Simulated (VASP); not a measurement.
Write the native input for VASP 6.6.1 that does the following.

| Quantity | Value |
| --- | --- |
| Task | single point |
| Functional | LDA |
| Potentials or basis | VASP PAW LDA potentials, release 64 (K_sv, Ca_sv, Cl) |
| Cutoff | 520 eV |
| k mesh | 6 × 6 × 6 |
| Occupations | gaussian, width 0.05 eV |
| Spin | no spin polarisation |
| Dipole correction | no |
| Further INCAR settings | ALGO = Normal; EDIFF = 1e-06; NBANDS = 28 |

The structure of KCaCl3 lies in POSCAR:

```
KCaCl3
1.0
    6.0543296471      0.0000000000      0.0000000000
    0.0000000000      6.0543296471      0.0000000000
    0.0000000000      0.0000000000      4.2804110605
K Ca Cl
1 1 3
Direct
    0.0000000000      0.0000000000      0.0000000000
    0.5000000000      0.5000000000      0.5000000000
    0.0000000000      0.5000000000      0.5000000000
    0.5000000000      0.0000000000      0.5000000000
    0.5000000000      0.5000000000      0.0000000000
```

This cell differs from its parent crystal: ratio of the length along z to the lengths across it x 0.707, volume and fractional coordinates fixed.

The input as run:

INCAR

```
PREC     = Accurate       # precision mode
ENCUT    = 520            # plane-wave cutoff, eV
EDIFF    = 1E-6           # SCF threshold, eV
ISMEAR   = 0              # smearing method
SIGMA    = 0.05           # smearing width, eV
LREAL    = F              # projectors in reciprocal space
LASPH    = T              # aspherical terms in the spheres
NELM     = 60             # most SCF steps
ALGO     = Normal         # electronic algorithm
ISIF     = 2              # what is computed and relaxed
LWAVE    = F              # write WAVECAR
LCHARG   = F              # write CHGCAR
NBANDS   = 28             # bands
```

KPOINTS

```
regular mesh
0
Gamma
  6 6 6
```

Potentials or basis: VASP PAW LDA potentials, release 64 (K_sv, Ca_sv, Cl).

Run with:

```bash
$ cat potpaw_LDA.64/K_sv/POTCAR potpaw_LDA.64/Ca_sv/POTCAR potpaw_LDA.64/Cl/POTCAR > POTCAR
$ mpirun -np 1 vasp_std > vasp.out
```

It gave:

```yaml
Pressure: 5.2 GPa
Band_gap_on_the_k_mesh: 3.59 eV
```

Caveat: the cell stands under pressure.

It took 57 s on 1 thread of Intel(R) Xeon(R) 6975P-C (Granite Rapids), with other jobs on the host, peak memory 0.32 GiB.
